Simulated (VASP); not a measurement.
Here is a VASP 6.6.1 calculation.

The input INCAR:

```
SYSTEM = Ca
  PREC = Accurate
  ENCUT = 520
  EDIFF = 1E-7
  ISMEAR = -1
  SIGMA = 0.05
  LREAL = .False.
  LASPH = .True.
  NELM = 80
  ALGO = Normal
  ISIF = 2
  LWAVE = .False.
  LCHARG = .False.
  GGA = PE
  NBANDS = 11
```

The input KPOINTS:

```
regular mesh
0
Gamma
  8 8 8
  0 0 0
```

The input POSCAR:

```
Ca
1.0
    0.0000000000      2.7617834247      2.7617834247
    2.7617834247      0.0000000000      2.7617834247
    2.7617834247      2.7617834247      0.0000000000
Ca
1
Direct
    0.0000000000      0.0000000000      0.0000000000
```

Potentials or basis: VASP PAW PBE potentials, release 64 (Ca_sv).

Command:

```console
$ cat potpaw_PBE.64/Ca_sv/POTCAR > POTCAR
$ mpirun -np 1 vasp_std > vasp.out
```

(1) Estimate the band gap on the k mesh.

(2) Predict the pressure.

Results:

(1) zero (band 5 reaches 2.16 eV, above the bottom of band 6 at 1.81 eV).

(2) 0.0 GPa.
